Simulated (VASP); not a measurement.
Write the native input for VASP 6.6.1 that does the following.

```
Task                   : single point
Functional             : r2SCAN
Potentials or basis    : VASP PAW PBE potentials, release 64 (Si)
Cutoff                 : 520 eV
k mesh                 : 24 × 24 × 22
Occupations            : gaussian, width 0.15 eV
Spin                   : no spin polarisation
Dipole correction      : no
Further INCAR settings : ALGO = Normal; EDIFF = 1e-07; NBANDS = 8
```

The system is Si.

```
Si
1.0
     2.57827    0.00000    0.00000
    -1.28913    2.23285    0.00000
     0.00000    0.00000    2.54790
Si
1
Direct
  0.00000 0.00000 0.00000
```

This cell differs from its parent crystal: ratio of the length along z to the lengths across it x 1.05, volume and fractional coordinates fixed.

One way to write it, as run:

POSCAR

```
Si
1.0
    2.5782686029      0.0000000000      0.0000000000
   -1.2891343015      2.2328461079      0.0000000000
    0.0000000000      0.0000000000      2.5478958992
Si
1
Direct
    0.0000000000      0.0000000000      0.0000000000
```

INCAR.step1

```
ALGO     = Normal         # electronic algorithm
EDIFF    = 1E-4           # SCF threshold, eV
ENCUT    = 520            # plane-wave cutoff, eV
GGA      = PE             # functional
ISMEAR   = 0              # smearing method
LASPH    = T              # aspherical terms in the spheres
LCHARG   = F              # write CHGCAR
LREAL    = F              # projectors in reciprocal space
LWAVE    = T              # write WAVECAR
NBANDS   = 8              # bands
NELM     = 80             # most SCF steps
PREC     = Accurate       # precision mode
SIGMA    = 0.15           # smearing width, eV
```

INCAR.step2

```
ALGO     = Normal         # electronic algorithm
EDIFF    = 1E-7           # SCF threshold, eV
ENCUT    = 520            # plane-wave cutoff, eV
ISIF     = 2              # what is computed and relaxed
ISMEAR   = 0              # smearing method
ISTART   = 1            
LASPH    = T              # aspherical terms in the spheres
LCHARG   = F              # write CHGCAR
LMIXTAU  = T            
LREAL    = F              # projectors in reciprocal space
LWAVE    = F              # write WAVECAR
METAGGA  = R2SCAN         # meta-GGA
NBANDS   = 8              # bands
NELM     = 80             # most SCF steps
PREC     = Accurate       # precision mode
SIGMA    = 0.15           # smearing width, eV
```

KPOINTS

```
k-points
0
Gamma
  24 24 22
```

Potentials or basis: VASP PAW PBE potentials, release 64 (Si).

Command:

```console
$ cat potpaw_PBE.64/Si/POTCAR > POTCAR
$ cp INCAR.step1 INCAR
$ mpirun -np 1 vasp_std > vasp.out
$ cp INCAR.step2 INCAR
$ mpirun -np 1 vasp_std > vasp.out
```

Results of the run:

| Item | Value |
| --- | --- |
| Pressure | 1.9 GPa |
| Band gap on the k mesh | zero (band 2 reaches 16.72 eV, above the bottom of band 3 at 4.96 eV) |

Caveat: the PAW data sets were made with another functional, which shifts forces and pressure a little.

Run time: 2.6 min on 1 thread of Intel(R) Xeon(R) Platinum 8488C (Sapphire Rapids), on a shared host, peak memory 0.17 GiB.
